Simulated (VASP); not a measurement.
Write the native input for VASP 6.6.1 that does the following.

```
Task                   : single point
Functional             : PBEsol
Potentials or basis    : VASP PAW PBE potentials, release 64 (Ge_d, C, N)
Cutoff                 : 520 eV
k mesh                 : 6 × 6 × 6
Occupations            : gaussian, width 0.01 eV
Spin                   : no spin polarisation
Dipole correction      : no
Further INCAR settings : ALGO = Normal; EDIFF = 1e-07; NBANDS = 22
```

The structure of GeCN2 lies in POSCAR:

```
GeCN2
1.0
    1.7937900000      1.0356450000      4.9219570000
   -1.7937900000      1.0356450000      4.9219570000
    0.0000000000     -2.0712910000      4.9219570000
Ge C N
1 1 2
Direct
    0.0000000000      0.0000000000      0.0000000000
    0.5000000000      0.5000000000      0.5000000000
    0.4160960000      0.4160960000      0.4160960000
    0.5839040000      0.5839040000      0.5839040000
```

These files were run (other wordings do the same):

INCAR

```
PREC = Accurate
ENCUT = 520
EDIFF = 1E-7
ISMEAR = 0
SIGMA = 0.01
LREAL = F
LASPH = T
NELM = 60
ALGO = Normal
ISIF = 2
LWAVE = F
LCHARG = T
GGA = PS
LELF = T
LVHAR = T
NBANDS = 22
```

KPOINTS

```
Automatic mesh
0
Gamma
  6 6 6
```

Potentials or basis: VASP PAW PBE potentials, release 64 (Ge_d, C, N).

Run with:

```console
$ cat potpaw_PBE.64/Ge_d/POTCAR potpaw_PBE.64/C/POTCAR potpaw_PBE.64/N/POTCAR > POTCAR
$ mpirun -np 1 vasp_std > vasp.out
```

It gave:

```yaml
Pressure: -3.1 GPa
Largest_force: 0.188 eV/Å
Band_gap_on_the_k_mesh: 0.92 eV, indirect (least direct gap 1.94 eV)
```

Caveat: the PAW data sets were made with another functional, which shifts forces and pressure a little.

It took 43 s on 1 thread of Intel(R) Xeon(R) Platinum 8559C (Emerald Rapids), with other jobs on the host, peak memory 0.25 GiB.
